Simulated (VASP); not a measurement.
Input of a VASP 6.6.1 run:

The input INCAR:

```
ALGO     = Normal         # electronic algorithm
EDIFF    = 1E-6           # SCF threshold, eV
ENCUT    = 520            # plane-wave cutoff, eV
GGA      = PE             # functional
ISIF     = 2              # what is computed and relaxed
ISMEAR   = -1             # smearing method
LASPH    = T              # aspherical terms in the spheres
LCHARG   = T              # write CHGCAR
LELF     = T              # ELF
LREAL    = F              # projectors in reciprocal space
LVHAR    = T            
LWAVE    = F              # write WAVECAR
NBANDS   = 16             # bands
NELM     = 80             # most SCF steps
PREC     = Accurate       # precision mode
SIGMA    = 0.1            # smearing width, eV
```

File KPOINTS:

```
k-points
0
Gamma
  11 11 9
```

Contents of POSCAR:

```
TiB2
1.0
    3.0690624661      0.0000000000      0.0000000000
   -1.5345312330      2.6578860582      0.0000000000
    0.0000000000      0.0000000000      3.2708838193
Ti B
1 2
Direct
    0.0000000000      0.0000000000      0.0000000000
    0.3333333333      0.6666666667      0.5000000000
    0.6666666667      0.3333333333      0.5000000000
```

Potentials or basis: VASP PAW PBE potentials, release 64 (Ti_sv, B).

Run with:

```sh
$ cat potpaw_PBE.64/Ti_sv/POTCAR potpaw_PBE.64/B/POTCAR > POTCAR
$ mpirun -np 1 vasp_std > vasp.out
```

(1) Predict the pressure.

(2) Predict the band gap on the k mesh.

Answers

(1) -8.8 GPa.

(2) zero (band 9 reaches 9.75 eV, above the bottom of band 10 at 9.33 eV).
